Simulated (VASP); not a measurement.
Al3BSb2:

```
CELL_PARAMETERS angstrom
5.76500 -3.31000 0.00000
5.76500 3.31000 0.00000
0.00000 0.00000 5.72000
ATOMIC_POSITIONS crystal
Al 0.45230 0.83690 0.41150
Al 0.16310 0.54770 0.41150
Al 0.88650 0.11350 0.34700
Al 0.83690 0.45230 0.91150
Al 0.54770 0.16310 0.91150
Al 0.11350 0.88650 0.84700
B 0.17000 0.83000 0.49000
B 0.83000 0.17000 0.99000
Sb 0.51800 0.82800 0.00000
Sb 0.17200 0.48200 0.00000
Sb 0.48200 0.17200 0.50000
Sb 0.82800 0.51800 0.50000
```

```yaml
Program: VASP 6.6.1
Task: relaxation of cell and atoms
Functional: PBE
Potentials_or_basis: VASP PAW PBE potentials, release 64 (Al, B, Sb)
Cutoff: 600 eV
k_mesh: 3 × 3 × 3
Occupations: gaussian, width 0.2 eV
Spin: no spin polarisation
```

At the start: pressure 31.2 GPa; volume 18.19 Å³/atom.

Task: Where does the relaxation end?

Result: Over 11 steps the energy falls by 553.4 meV/atom and the volume is 23.82 Å³/atom (+31.0 %); space group Cmc2_1 (No. 36, to 0.1 Å) before and after.

Step by step:
```
step  energy change (eV)  largest force (eV/Å)  pressure (GPa)  volume (Å³)
   1              0.0000                2.8111           31.20       218.30
   2             -4.5910                0.7241           -7.52       350.41
   3             -6.2655                1.0378           -0.63       291.36
   4             -6.2647                1.0459           -0.31       289.76
   5             -6.4279                0.5615           -0.25       288.22
   6             -6.4965                0.5895           -0.01       286.36
   7             -6.6001                0.2839            0.07       285.21
   8             -6.6281                0.1374            0.23       284.20
   9             -6.6357                0.1179           -0.04       285.61
  10             -6.6366                0.1170           -0.18       286.34
  11             -6.6412                0.0784           -0.07       285.89
```

Final structure:
```yaml
crystal:
  lattice:
    - [6.29596, -3.59966, 0.00000]
    - [6.29596, 3.59966, 0.00000]
    - [0.00000, 0.00000, 6.30737]
  atoms:
    - { symbol: Al, position: [0.42950, 0.84153, 0.42483] }
    - { symbol: Al, position: [0.15847, 0.57050, 0.42483] }
    - { symbol: Al, position: [0.89478, 0.10522, 0.33293] }
    - { symbol: Al, position: [0.84153, 0.42950, 0.92483] }
    - { symbol: Al, position: [0.57050, 0.15847, 0.92483] }
    - { symbol: Al, position: [0.10522, 0.89478, 0.83293] }
    - { symbol: B, position: [0.14631, 0.85369, 0.50373] }
    - { symbol: B, position: [0.85369, 0.14631, 0.00373] }
    - { symbol: Sb, position: [0.49691, 0.82941, 0.98684] }
    - { symbol: Sb, position: [0.17059, 0.50309, 0.98684] }
    - { symbol: Sb, position: [0.50309, 0.17059, 0.48684] }
    - { symbol: Sb, position: [0.82941, 0.49691, 0.48684] }
```

Caveat: the k points lie up to 0.34 Å⁻¹ apart in the final cell, too coarse for converged energies and pressures of a metal; the volume moved by over 15 % at a fixed basis, so the end points are rough; the relaxation stopped at a loose force limit of 0.08 eV/Å, so its end isn't a converged minimum.
